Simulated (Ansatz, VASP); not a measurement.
## One calculation of InAu, two programs

File INCAR:

```
SYSTEM = InAu
PREC     = Accurate       ! precision mode
ENCUT    = 520            ! plane-wave cutoff, eV
EDIFF    = 1E-6           ! SCF threshold, eV
ISMEAR   = 0              ! smearing method
SIGMA    = 0.1            ! smearing width, eV
LREAL    = .FALSE.        ! projectors in reciprocal space
LASPH    = .TRUE.         ! aspherical terms in the spheres
NELM     = 60             ! most SCF steps
ALGO     = Normal         ! electronic algorithm
ISIF     = 2              ! what is computed and relaxed
LWAVE    = .FALSE.        ! write WAVECAR
LCHARG   = .TRUE.         ! write CHGCAR
GGA      = PE             ! functional
LELF     = .TRUE.         ! ELF
LVHAR    = .TRUE.       
NBANDS   = 32             ! bands
```

Contents of KPOINTS:

```
Automatic mesh
0
G
  4 4 4
  0 0 0
```

Contents of POSCAR:

```
InAu
1.0
    4.2068214800      0.0000000000      0.0000000000
    0.0000000000      4.2068214800      0.0000000000
    0.0000000000      0.0000000000      5.6481402600
In Au
2 2
Direct
    0.0000000000      0.0000000000      0.2936102900
    0.0000000000      0.0000000000      0.7063897100
    0.0000000000      0.5000000000      0.0000000000
    0.5000000000      0.0000000000      0.0000000000
```

Input for Ansatz:

```yaml
crystal:
  lattice:
    - [4.20682148, 0.0, 0.0]
    - [0.0, 4.20682148, 0.0]
    - [0.0, 0.0, 5.64814026]
  atoms:
    - { symbol: In, position: [0.0, 0.0, 0.29361029] }
    - { symbol: In, position: [0.0, 0.0, 0.70638971] }
    - { symbol: Au, position: [0.0, 0.5, 0.0] }
    - { symbol: Au, position: [0.5, 0.0, 0.0] }
basis:
  ecutwfc: 420
kpoints:
  mp_grid: { grid: [4, 4, 4] }
hamiltonian:
  xc: pbe
scf:
  occupations: { method: gaussian, width: 0.1 }
  lower_state_search: "off"
output:
  forces: true
  stress: true
  eigenvalues: true
```

Alike in both runs: task single point; functional PBE; k mesh 4 × 4 × 4; occupations gaussian, width 0.1 eV; no spin polarisation.

|  | VASP | Ansatz |
| --- | --- | --- |
| version | VASP 6.6.1 | Ansatz 0.2.0 |
| potentials or method | VASP PAW PBE potentials, release 64 (In_d, Au), cutoff 520 eV | scalar-relativistic, plane waves, PAW |
| valence electrons in the cell | 48 | 64 |

|  | VASP | Ansatz | Ansatz less VASP |
| --- | --- | --- | --- |
| gap on the k mesh at the Fermi level (eV) | none | none | - |
| pressure (GPa) | 16.3 | 16.3 | 0.00 |
| traceless stress, the component that is largest in VASP (GPa) | 14.11 | 13.99 | -0.116 |
| rms of the force components (eV/Å) | 1.372 | 1.356 | -0.0152 |

Atom by atom the forces differ by 0.015 eV/Å (rms over components). A gap of «none» marks a metal or a gap that the smearing closes. VASP's potentials hold 48 valence electrons a cell and Ansatz's 64, so a difference there can come from the potentials and not from the codes.

The k mesh is coarse, so the values compare programs but aren't converged. Spin-orbit coupling is off throughout.
